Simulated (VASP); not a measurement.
# Al2GaN3 in VASP: single point with PBEsol

Aim: the single point of Al2GaN3 with PBEsol.

All numbers are computed with VASP 6.6.1; they aren't measurements. Logs are shortened: lines on timing, memory, paths and dates and some standing lists are left out, and cuts for length are marked.

### 1 The cell of the first run

The typed cell holds 6 atoms: a = 3.130 Å, b = 5.411 Å, c = 5.411 Å, α = 48.05°, β = 106.81°, γ = 106.81°.

### 2 Single point, PBEsol

INCAR

```
ALGO = Normal
EDIFF = 1E-6
ENCUT = 520
GGA = PS
ISIF = 2
ISMEAR = -1
LASPH = True
LCHARG = True
LELF = True
LREAL = False
LVHAR = True
LWAVE = False
NBANDS = 26
NELM = 80
PREC = Accurate
SIGMA = 0.05
```

KPOINTS

```
k-points
0
Gamma
  4 4 4
```

POSCAR

```
Al2GaN3
1.0
    2.4594574556      1.4196338557      1.3152114831
   -4.0345996811      0.2050397254      3.5992372650
   -1.8292636208     -3.6090334942      3.5921136789
Al Ga N
2 1 3
Direct
    0.6785131200      0.7105115150      0.6159471532
    0.3434715983      0.3754742636      0.2809097190
    0.0109908650      0.0436183638     -0.0521969279
    0.1814980087      0.4703212400     -0.1378998403
    0.5109913107     -0.2186982059      0.2101197904
   -0.1595107782      0.1293214129      0.5211004659
```

Potentials or basis: VASP PAW PBE potentials, release 64 (Al, Ga_d, N).

On the command line:

```console
$ cat potpaw_PBE.64/Al/POTCAR potpaw_PBE.64/Ga_d/POTCAR potpaw_PBE.64/N/POTCAR > POTCAR
$ mpirun -np 1 vasp_std > vasp.out
```

OUTCAR:

```text
EDIFF = 1E-6
   ENCUT = 520
   GGA = PS
   ISIF = 2
   ISMEAR = -1
   LASPH = True
   LREAL = False
   NELM = 80
   PREC = Accurate

 ion  position               nearest neighbor table
   1  0.679  0.711  0.616-   5 1.89   6 1.89   4 1.90   4 1.90   2 3.11   2 3.11   2 3.11   2 3.11
                             3 3.12   3 3.12   3 3.12   3 3.13   3 3.13   2 3.14
   2  0.343  0.375  0.281-   5 1.89   4 1.89   6 1.90   6 1.90   1 3.11   1 3.11   1 3.11   1 3.11
                             3 3.12   3 3.12   3 3.12   3 3.13   3 3.13   1 3.14
   3  0.011  0.044  0.948-   5 1.95   5 1.95   6 1.96   4 1.96   2 3.12   1 3.12   2 3.12   1 3.12
                             1 3.12   2 3.12   2 3.13   1 3.13   2 3.13   1 3.13
   4  0.181  0.470  0.862-   2 1.89   1 1.90   1 1.90   3 1.96
   5  0.511  0.781  0.210-   1 1.89   2 1.89   3 1.95   3 1.95
   6  0.840  0.129  0.521-   1 1.89   2 1.90   2 1.90   3 1.96

  LATTYP: Found a base centered monoclinic cell.
 ALAT       =     9.8832730268
 B/A-ratio  =     0.4457793479
 C/A-ratio  =     0.3166510004
 COS(beta)  =    -0.3165822239

  Lattice vectors:

 A1 = (   1.5751422255,  -1.6246735811,  -4.9144487481)
 A2 = (  -0.6301938348,   2.1893996385,  -4.9073251620)
 A3 = (   2.4594574556,   1.4196338557,   1.3152114831)

Analysis of symmetry for initial positions (statically):
=====================================================================
 Subroutine PRICEL returns:
 Original cell was already a primitive cell.

 Routine SETGRP: Setting up the symmetry group for a
 base centered monoclinic supercell.

 Subroutine GETGRP returns: Found  2 space group operations
 (whereof  1 operations were pure point group operations)
 out of a pool of  4 trial point group operations.

The static configuration has the point symmetry C_1 .
 The point group associated with its full space group is C_2 .

Analysis of symmetry for dynamics (positions and initial velocities):
=====================================================================
 Subroutine PRICEL returns:
 Original cell was already a primitive cell.

 Routine SETGRP: Setting up the symmetry group for a
 base centered monoclinic supercell.

 Subroutine GETGRP returns: Found  2 space group operations
 (whereof  1 operations were pure point group operations)
 out of a pool of  4 trial point group operations.
[... 107 lines left out ...]
   ENCUT  =  520.0 eV  38.22 Ry    6.18 a.u.   5.82 10.06 10.06*2*pi/ulx,y,z
   NELM   =     80;   NELMIN=  2; NELMDL= -5     # of ELM steps
   EDIFF  = 0.1E-05   stopping-criterion for ELM
   LREAL  =      F    real-space projection
   EDIFFG = 0.1E-04   stopping-criterion for IOM
   NSW    =      0    number of steps for IOM
   IBRION =     -1    ionic relax: 0-MD 1-quasi-New 2-CG
   NFREE  =      0    steps in history (QN), initial steepest desc. (CG)
   ISIF   =      2    stress and relaxation
   ISYM   =      2    0-nonsym 1-usesym 2-fastsym
   POTIM  = 0.5000    time-step for ionic-motion
   TEBEG  =    0.0;   TEEND  =   0.0 temperature during run
   PSTRESS=    0.0 pullay stress
   NELECT =      34.0000    total number of electrons
   NUPDOWN=      -1.0000    fix difference up-down
   EMIN   =  10.00;   EMAX   =-10.00  energy-range for DOS
   EFERMI =   0.00;   METHOD = LEGACY
   ISMEAR =    -1;   SIGMA  =   0.05  broadening in eV -4-tet -1-fermi 0-gaus
   EFERMI_NEDOS =   21; number of points for ismear=-14 and -15
   IALGO  =     38    algorithm
   IMIX   =      4    mixing-type and parameters
     AMIX     =   0.40;   BMIX     =  1.00
     AMIX_MAG =   1.60;   BMIX_MAG =  1.00
  volume/ion in A,a.u.               =      10.77        72.69
  Fermi-wavevector in a.u.,A,eV,Ry     =   1.321562  2.497391 23.762947  1.746527
  Thomas-Fermi vector in A             =   2.451307
   LORBIT       =      0    0 simple, 1 ext, 2 COOP (PROOUT), +10 PAW based schemes
   GGA     = PS    functional components
   LHFCALC =     F    Hartree Fock is set to
   AEXX    =    0.0000 exact exchange contribution
   IVDW    =     0    specifies the selected vdW correction
   LEPSILON=     F    determine dielectric tensor
   LRPA    =     F    only Hartree local field effects (RPA)
 non-spin polarized calculation
  energy-cutoff  :      520.00
  volume of cell :       64.63
 maximum number of plane-waves:      1764
   NGX = 11   NGY = 21   NGZ = 21

 number of electron      34.0000005 magnetization

 Free energy of the ion-electron system (eV)
  ---------------------------------------------------
  ext. energy  EPLUGINS =         0.00000000
  ---------------------------------------------------
  free energy    TOTEN  =       -44.31855159 eV

  energy without entropy =      -44.31855159  energy(sigma->0) =      -44.31855159

 E-fermi :   6.6960     XC(G=0): -11.3999

 val. band max:        5.6288930767   @ k =   0.0000   0.0000   0.0000
 cond. band min:       8.8293022381   @ k =   0.0000   0.0000   0.0000
 fundamental gap:      3.2004091614
 Fermi energy:         6.6959860884

 k-point     1 :       0.0000    0.0000    0.0000
  band No.  band energies     occupation
      1      -9.6764      2.00000
      2      -8.2239      2.00000
      3      -7.9789      2.00000
      4      -7.2112      2.00000
      5      -7.1426      2.00000
      6      -7.0451      2.00000
[... 685 lines left out ...]
     25      16.0136      0.00000
     26      18.5194      0.00000

------------------------ aborting loop because EDIFF is reached ----------------------------------------

  FORCE on cell =-STRESS in cart. coord.  units (eV):
  Direction    XX          YY          ZZ          XY          YZ          ZX
  --------------------------------------------------------------------------------------
  -------------------------------------------------------------------------------------
  Total       -0.0344239     -0.0333812     -0.0294093     -0.0009041     -0.0002682     -0.0004514
  in kB       -0.8533555     -0.8275091     -0.7290462     -0.0224118     -0.0066488     -0.0111890
  external PRESSURE =      -0.8033036 kB  Pullay stress =       0.0000000 kB

 VOLUME and BASIS-vectors are now :
 -----------------------------------------------------------------------------
  energy-cutoff  :      520.00
  volume of cell :       64.63
      direct lattice vectors                 reciprocal lattice vectors
     2.459457456  1.419633856  1.315211483     0.212379684  0.122368477  0.231098020
    -4.034599681  0.205039725  3.599237265    -0.152343938  0.173918609  0.097157522
    -1.829263621 -3.609033494  3.592113679     0.074885653 -0.219067333  0.096423523

 POSITION                                       TOTAL-FORCE (eV/Angst)
 -----------------------------------------------------------------------------------
     -2.32459     -1.11405      5.66224         0.000208     -0.000880      0.000546
     -1.18399     -0.44922      2.81222         0.000658     -0.000618     -0.000549
     -1.88273     -3.39611      3.57606         0.001856     -0.003210     -0.000006
     -3.02818     -2.75725      5.02827         0.003594     -0.001059     -0.005779
     -2.27984      0.12729      4.23893        -0.005450      0.009426      0.000018
      0.59216     -0.66097      3.44273        -0.000866     -0.003660      0.005770
 -----------------------------------------------------------------------------------
    total drift:                               -0.008520     -0.005706     -0.006636

  FREE ENERGIE OF THE ION-ELECTRON SYSTEM (eV)
  ---------------------------------------------------
  free  energy   TOTEN  =       -44.3185515857 eV

  energy  without entropy=      -44.3185515856  energy(sigma->0) =      -44.31855159
```

It took 39 s on 1 thread of Intel Xeon 8259CL, shared host; peak memory 0.2 GiB.

Results:

* Free energy: -44.3186 eV
* Pressure: -0.1 GPa
* Largest force: 0.011 eV/Å
* Band gap on the k mesh: 3.20 eV

Forces on the atoms (eV/Å):
```
Al   0.000 -0.001  0.001
Al   0.001 -0.001 -0.001
Ga   0.002 -0.003  0.000
N    0.004 -0.001 -0.006
N   -0.005  0.009  0.000
N   -0.001 -0.004  0.006
```

Levels at points of the mesh, in eV from the valence-band top:
```csv
k point,band 15,band 16,band 17,band 18,band 19,band 20
"(0.00, 0.00, 0.00)",-0.07,-0.02,0.00,3.20,5.65,6.08
"(0.50, 0.00, 0.00)",-2.11,-1.50,-1.47,3.21,6.11,6.21
"(0.00, 0.50, 0.00)",-1.03,-0.61,-0.55,5.64,6.01,6.49
"(0.50, 0.50, 0.00)",-1.89,-0.67,-0.63,6.01,6.40,6.43
"(0.00, 0.50, 0.50)",-1.39,-0.46,-0.06,3.25,5.68,6.28
"(0.50, 0.50, 0.50)",-2.11,-1.50,-1.47,3.21,6.11,6.21
```

Caveat: the k points lie up to 0.53 Å⁻¹ apart; the PAW data sets were made with another functional, which shifts forces and pressure a little. A k mesh can miss the band edges.
